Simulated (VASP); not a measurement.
# AlN in VASP: notebook, part 2 of 2

VASP 6.6.1. The steps go on from the part before.

## Step 4: Single point, revPBE

This run uses another cell than the first one, of 10.66 Å³/atom.

File INCAR:

```
SYSTEM = AlN
ALGO = Normal
EDIFF = 1E-6
ENCUT = 520
GGA = RE
ISIF = 2
ISMEAR = 0
LASPH = .TRUE.
LCHARG = .FALSE.
LREAL = .FALSE.
LWAVE = .FALSE.
NBANDS = 16
NELM = 80
PREC = Accurate
SIGMA = 0.05
```

File KPOINTS:

```
k-points
0
G
  10 10 6
  0 0 0
```

File POSCAR:

```
AlN
1.0
    3.1336164949      0.0000000000      0.0000000000
   -1.5668082474      2.7137914903      0.0000000000
    0.0000000000      0.0000000000      5.0139877163
Al N
2 2
Direct
    0.6669120000      0.3362360000      0.4998430000
    0.3268940000      0.6678470000     -0.0018600000
    0.6696610000      0.3331100000      0.8779580000
    0.3369420000      0.6692960000      0.3828520000
```

Potentials or basis: VASP PAW PBE potentials, release 64 (Al, N).

The run is started by

```sh
$ cat potpaw_PBE.64/Al/POTCAR potpaw_PBE.64/N/POTCAR > POTCAR
$ mpirun -np 1 vasp_std > vasp.out
```

OUTCAR:

```text
SYSTEM = AlN
   EDIFF = 1E-6
   ENCUT = 520
   GGA = RE
   ISIF = 2
   ISMEAR = 0
   LASPH = .TRUE.
   LREAL = .FALSE.
   NELM = 80
   PREC = Accurate

 ion  position               nearest neighbor table
   1  0.667  0.336  0.500-   4 1.89   3 1.90   4 1.90   4 1.91   2 3.07   2 3.09   2 3.09   2 3.09
                             2 3.10   2 3.11
   2  0.327  0.668  0.998-   3 1.88   3 1.90   4 1.93   3 1.93   1 3.07   1 3.09   1 3.09   1 3.09
                             1 3.10   1 3.11
   3  0.670  0.333  0.878-   2 1.88   1 1.90   2 1.90   2 1.93
   4  0.337  0.669  0.383-   1 1.89   1 1.90   1 1.91   2 1.93

  LATTYP: Found a hexagonal cell.
 ALAT       =     3.1336164949
 C/A-ratio  =     1.6000642467

  Lattice vectors:

 A1 = (   3.1336164949,   0.0000000000,   0.0000000000)
 A2 = (  -1.5668082474,   2.7137914903,   0.0000000000)
 A3 = (   0.0000000000,   0.0000000000,   5.0139877163)

Analysis of symmetry for initial positions (statically):
=====================================================================
 Subroutine PRICEL returns:
 Original cell was already a primitive cell.

[... 177 lines left out ...]
 fundamental gap:      4.0560476190
 Fermi energy:         6.2587500669

 k-point     1 :       0.0000    0.0000    0.0000
  band No.  band energies     occupation
      1      -9.0541      2.00000
      2      -6.9864      2.00000
      3       0.1654      2.00000
      4       5.1604      2.00000
      5       5.2112      2.00000
      6       5.8164      2.00000
[... 433 lines left out ...]
      3       1.1645      2.00000
      4       2.6768      2.00000
      5       3.2343      2.00000
      6       4.4892      2.00000
[... 8 lines left out ...]
     15      18.4019      0.00000
     16      19.5745      0.00000

 [... further k-points ...]

------------------------ aborting loop because EDIFF is reached ----------------------------------------

  FORCE on cell =-STRESS in cart. coord.  units (eV):
  Direction    XX          YY          ZZ          XY          YZ          ZX
  --------------------------------------------------------------------------------------
  -------------------------------------------------------------------------------------
  Total        0.4231215      0.4778898      0.6521772      0.1638809     -0.0117093      0.2060628
  in kB       15.8990101     17.9569581     24.5058972      6.1579108     -0.4399834      7.7429165
  external PRESSURE =      19.4539551 kB  Pullay stress =       0.0000000 kB

 VOLUME and BASIS-vectors are now :
 -----------------------------------------------------------------------------
  energy-cutoff  :      520.00
  volume of cell :       42.64
      direct lattice vectors                 reciprocal lattice vectors
     3.133616495  0.000000000  0.000000000     0.319120097  0.184244074  0.000000000
    -1.566808247  2.713791490  0.000000000     0.000000000  0.368488148  0.000000000
     0.000000000  0.000000000  5.013987716     0.000000000  0.000000000  0.199442052

 POSITION                                       TOTAL-FORCE (eV/Angst)
 -----------------------------------------------------------------------------------
      1.56303      0.91247      2.50621         0.149437     -0.027579     -0.161735
     -0.02203      1.81240      5.00466         0.450451     -0.015397      0.098182
      1.57654      0.90399      4.40207        -0.414347      0.041944      0.345881
      0.00719      1.81633      1.91962        -0.185541      0.001031     -0.282327
 -----------------------------------------------------------------------------------
    total drift:                               -0.000088      0.000002      0.000602

  FREE ENERGIE OF THE ION-ELECTRON SYSTEM (eV)
  ---------------------------------------------------
  free  energy   TOTEN  =       -28.5634064002 eV

  energy  without entropy=      -28.5634064002  energy(sigma->0) =      -28.56340640
```

Run time: 52 s. Hardware: 1 thread of Intel Xeon 6975P-C (Granite Rapids), shared host; peak memory 0.28 GiB.

Results:

* Free energy: -28.5634 eV
* Pressure: 1.9 GPa
* Largest force: 0.541 eV/Å
* Band gap on the k mesh: 4.06 eV

Forces in eV/Å, atoms in the order of the input:
```
Al   0.149 -0.028 -0.162
Al   0.450 -0.015  0.098
N   -0.414  0.042  0.346
N   -0.186  0.001 -0.282
```

Caveat: the PAW data sets were made with another functional, which shifts forces and pressure a little. Expect the measured gap to be larger: semilocal functionals such as revPBE lack the derivative discontinuity.

## Step 5: Single point, revPBE

This run uses another cell than the first one, of 10.87 Å³/atom.

File INCAR:

```
SYSTEM = AlN
ALGO = Normal ; EDIFF = 1E-7
ENCUT = 520 ; GGA = RE
ISIF = 2 ; ISMEAR = 0
LASPH = .True. ; LCHARG = .False.
LREAL = .False. ; LWAVE = .False.
NBANDS = 16 ; NELM = 100
PREC = Accurate ; SIGMA = 0.05
```

File KPOINTS:

```
k-points
0
Gamma
  10 10 6
  0 0 0
```

File POSCAR:

```
AlN
1.0
    3.1539652241      0.0000000000      0.0000000000
   -1.5769826120      2.7314140067      0.0000000000
    0.0000000000      0.0000000000      5.0465469904
Al N
2 2
Direct
    0.6669120000      0.3362360000      0.4998430000
    0.3268940000      0.6678470000     -0.0018600000
    0.6696610000      0.3331100000      0.8779580000
    0.3369420000      0.6692960000      0.3828520000
```

Potentials or basis: VASP PAW PBE potentials, release 64 (Al, N).

The run is started by

```sh
$ cat potpaw_PBE.64/Al/POTCAR potpaw_PBE.64/N/POTCAR > POTCAR
$ mpirun -np 1 vasp_std > vasp.out
```

OUTCAR:

```text
SYSTEM = AlN
   EDIFF = 1E-7
   ENCUT = 520
   GGA = RE
   ISIF = 2
   ISMEAR = 0
   LASPH = .True.
   LREAL = .False.
   NELM = 100
   PREC = Accurate

 ion  position               nearest neighbor table
   1  0.667  0.336  0.500-   4 1.90   3 1.91   4 1.92   4 1.92   2 3.09   2 3.11   2 3.11   2 3.11
                             2 3.12   2 3.13
   2  0.327  0.668  0.998-   3 1.89   3 1.92   4 1.94   3 1.95   1 3.09   1 3.11   1 3.11   1 3.11
                             1 3.12   1 3.13
[... 660 lines left out ...]
  --------------------------------------------------------------------------------------
  -------------------------------------------------------------------------------------
  Total       -0.5808087     -0.5306782     -0.2971307      0.1469199     -0.0098217      0.1842983
  in kB      -21.4044946    -19.5570380    -10.9501314      5.4144256     -0.3619593      6.7919284
  external PRESSURE =     -17.3038880 kB  Pullay stress =       0.0000000 kB

 VOLUME and BASIS-vectors are now :
 -----------------------------------------------------------------------------
  energy-cutoff  :      520.00
  volume of cell :       43.47
      direct lattice vectors                 reciprocal lattice vectors
     3.153965224  0.000000000  0.000000000     0.317061200  0.183055369  0.000000000
    -1.576982612  2.731414007  0.000000000     0.000000000  0.366110739  0.000000000
     0.000000000  0.000000000  5.046546990     0.000000000  0.000000000  0.198155293

 POSITION                                       TOTAL-FORCE (eV/Angst)
 -----------------------------------------------------------------------------------
      1.57318      0.91840      2.52248         0.142223     -0.027201     -0.142029
     -0.02217      1.82417      5.03716         0.428080     -0.013684      0.097005
      1.58678      0.90986      4.43066        -0.391746      0.040537      0.322917
      0.00724      1.82812      1.93208        -0.178557      0.000349     -0.277893
 -----------------------------------------------------------------------------------
    total drift:                               -0.000138     -0.000047      0.000274

  FREE ENERGIE OF THE ION-ELECTRON SYSTEM (eV)
  ---------------------------------------------------
  free  energy   TOTEN  =       -28.5642268018 eV

  energy  without entropy=      -28.5642268018  energy(sigma->0) =      -28.56422680
```

OSZICAR:

```text
N       E                     dE             d eps       ncg     rms          rms(c)
DAV:   1     0.422005899609E+02    0.42201E+02   -0.72210E+03  9728   0.889E+02
DAV:   2    -0.295406411081E+02   -0.71741E+02   -0.65644E+02 13672   0.185E+02
DAV:   3    -0.330516095098E+02   -0.35110E+01   -0.35005E+01 12160   0.425E+01
DAV:   4    -0.330735633320E+02   -0.21954E-01   -0.21953E-01 12328   0.380E+00
DAV:   5    -0.330738574618E+02   -0.29413E-03   -0.29413E-03 12264   0.443E-01    0.121E+01
DAV:   6    -0.285168486473E+02    0.45570E+01   -0.10451E+01 11896   0.232E+01    0.433E+00
DAV:   7    -0.285598200893E+02   -0.42971E-01   -0.64145E-01 10704   0.563E+00    0.301E+00
DAV:   8    -0.285685463291E+02   -0.87262E-02   -0.58466E-02 11088   0.235E+00    0.634E-01
DAV:   9    -0.285633879112E+02    0.51584E-02   -0.12055E-02 13576   0.820E-01    0.263E-01
DAV:  10    -0.285643443661E+02   -0.95645E-03   -0.33620E-03 10504   0.360E-01    0.156E-01
DAV:  11    -0.285642185468E+02    0.12582E-03   -0.30883E-04 11624   0.136E-01    0.344E-02
DAV:  12    -0.285642256010E+02   -0.70542E-05   -0.18919E-05 11280   0.341E-02    0.104E-02
DAV:  13    -0.285642267550E+02   -0.11541E-05   -0.75919E-06 10464   0.215E-02    0.419E-03
DAV:  14    -0.285642268018E+02   -0.46823E-07   -0.45683E-07 13128   0.569E-03
   1 F= -.28564227E+02 E0= -.28564227E+02  d E =-.354263E-16
```

stdout:

```text
POSCAR found type information on POSCAR AlN
 POSCAR found :  2 types and       4 ions
 scaLAPACK will be used
 -----------------------------------------------------------------------------
|                                                                             |
|                                                                             |
|     You enforced a specific xc type in the INCAR file but a different       |
|     I HOPE YOU KNOW WHAT YOU ARE DOING!                                     |
|                                                                             |
 -----------------------------------------------------------------------------

 LDA part: xc-table for (Slater+PW92), standard interpolation
 POSCAR, INCAR and KPOINTS ok, starting setup
 FFT: planning ... GRIDC
 FFT: planning ... GRID_SOFT
 FFT: planning ... GRID
 WAVECAR not read
 entering main loop
```

Run time: 54 s. Hardware: 1 thread of Intel Xeon 6975P-C (Granite Rapids), shared host; peak memory 0.28 GiB.

Results:

```
Free energy            : -28.5642 eV
Pressure               : -1.7 GPa
Largest force          : 0.509 eV/Å
Band gap on the k mesh : 3.89 eV
```

Forces in eV/Å, atoms in the order of the input:
```
Al   0.142 -0.027 -0.142
Al   0.428 -0.014  0.097
N   -0.392  0.041  0.323
N   -0.179  0.000 -0.278
```

Levels at points of the mesh, in eV from the valence-band top:
| k point | band 4 | band 5 | band 6 | band 7 | band 8 | band 9 | band 10 | band 11 | band 12 | band 13 |
| --- | --- | --- | --- | --- | --- | --- | --- | --- | --- | --- |
| (0.00, 0.00, 0.00) | -0.88 | -0.83 | -0.23 | -0.19 | 0.00 | 3.89 | 6.37 | 10.35 | 10.90 | 10.94 |
| (0.50, 0.00, 0.00) | -4.07 | -3.24 | -2.02 | -1.72 | -0.66 | 5.73 | 5.76 | 7.90 | 10.03 | 10.72 |
| (0.00, 0.50, 0.00) | -4.07 | -3.23 | -2.03 | -1.73 | -0.68 | 5.72 | 5.78 | 7.90 | 10.04 | 10.72 |
| (0.50, 0.50, 0.00) | -4.03 | -3.26 | -2.05 | -1.69 | -0.70 | 5.73 | 5.74 | 7.88 | 10.06 | 10.72 |
| (0.00, 0.00, 0.50) | -3.23 | -0.62 | -0.55 | -0.50 | -0.48 | 6.16 | 6.17 | 9.93 | 10.21 | 11.16 |
| (0.50, 0.00, 0.50) | -5.40 | -1.44 | -1.40 | -1.35 | -1.28 | 5.19 | 5.24 | 9.04 | 9.11 | 11.35 |
| (0.00, 0.50, 0.50) | -5.41 | -1.46 | -1.41 | -1.34 | -1.28 | 5.18 | 5.24 | 9.05 | 9.11 | 11.35 |
| (0.50, 0.50, 0.50) | -5.39 | -1.50 | -1.39 | -1.37 | -1.29 | 5.21 | 5.26 | 9.03 | 9.11 | 11.37 |

Caveat: the PAW data sets were made with another functional, which shifts forces and pressure a little. revPBE gaps usually lie below the measured ones, often by a third to a half.

## Step 6: Single point, PBEsol (10.24 Å³/atom)

File INCAR:

```
SYSTEM = AlN
  PREC = Accurate
  ENCUT = 520
  EDIFF = 1E-7
  ISMEAR = -1
  SIGMA = 0.05
  LREAL = .False.
  LASPH = .True.
  NELM = 60
  ALGO = Normal
  ISIF = 2
  LWAVE = .False.
  LCHARG = .True.
  GGA = PS
  LELF = .True.
  LVHAR = .True.
  NBANDS = 16
```

File KPOINTS:

```
regular mesh
0
Gamma
  10 10 6
  0 0 0
```

File POSCAR:

```
AlN
1.0
    3.0921067530      0.0000000000      0.0000000000
   -1.5460533765      2.6778429994      0.0000000000
    0.0000000000      0.0000000000      4.9475694625
Al N
2 2
Direct
    0.6666666667      0.3333333333      0.5000000000
    0.3333333333      0.6666666667      0.0000000000
    0.6666666667      0.3333333333      0.8800000000
    0.3333333333      0.6666666667      0.3800000000
```

Potentials or basis: VASP PAW PBE potentials, release 64 (Al, N).

The run is started by

```sh
$ cat potpaw_PBE.64/Al/POTCAR potpaw_PBE.64/N/POTCAR > POTCAR
$ mpirun -np 1 vasp_std > vasp.out
```

It took 34 s on 1 thread of Intel Xeon 8259CL, shared host; peak memory 0.17 GiB.

Results (log left out):

```yaml
Free_energy: -31.2984 eV
Pressure: 4.5 GPa
Largest_force: 0.148 eV/Å
Band_gap_on_the_k_mesh: 4.33 eV
```

Forces in eV/Å, atoms in the order of the input:
```
Al   0.000  0.000 -0.148
Al   0.000  0.000 -0.148
N    0.000  0.000  0.148
N    0.000  0.000  0.148
```

Stress tensor (GPa, compression positive):
```
4.04 0.00 0.00
0.00 4.04 0.00
0.00 0.00 5.42
```

Levels at points of the mesh, in eV from the valence-band top:
```tsv
k point	band 6	band 7	band 8	band 9	band 10	band 11
(0.00, 0.00, 0.00)	-0.18	-0.18	0.00	4.33	6.75	10.67
(0.50, 0.00, 0.00)	-2.10	-1.83	-0.67	5.73	5.76	8.29
(0.00, 0.00, 0.50)	-0.52	-0.52	-0.52	6.56	6.56	10.40
(0.50, 0.00, 0.50)	-1.46	-1.38	-1.38	5.27	5.27	9.30
```

Caveat: the cell stands under pressure; the PAW data sets were made with another functional, which shifts forces and pressure a little. A k mesh can miss the band edges.

## Step 7: Overview

```csv
level,cell,smearing,gap on the mesh (eV),pressure (GPa),largest force (eV/Å)
revPBE,"a = 3.092, b = 3.092, c = 4.948 Å, angles 90.0, 90.0, 120.0°, 4 atoms, atomic positions A",gaussian 0.05 eV,4.41,10.5,0.61
revPBE,"a = 3.113, b = 3.113, c = 4.981 Å, angles 90.0, 90.0, 120.0°, 4 atoms, atomic positions A",gaussian 0.05 eV,4.23,6.0,0.58
revPBE,"a = 3.134, b = 3.134, c = 5.014 Å, angles 90.0, 90.0, 120.0°, 4 atoms, atomic positions A",gaussian 0.05 eV,4.06,1.9,0.54
revPBE,"a = 3.154, b = 3.154, c = 5.047 Å, angles 90.0, 90.0, 120.0°, 4 atoms, atomic positions A",gaussian 0.05 eV,3.89,-1.7,0.51
PBEsol,"a = 3.092, b = 3.092, c = 4.948 Å, angles 90.0, 90.0, 120.0°, 4 atoms, atomic positions B",fermi-dirac 0.05 eV,4.33,4.5,0.15
```

Alike in all rows: task single point; potentials or basis VASP PAW PBE potentials, release 64 (Al, N); no spin polarisation; k mesh 10 × 10 × 6; cutoff (eV) 520.

Caveats: the PAW data sets were made with another functional, which shifts forces and pressure a little; the cell stands under pressure (at least some runs).

Total energies depend on the potentials used, so only differences within one code and one set of settings carry meaning.
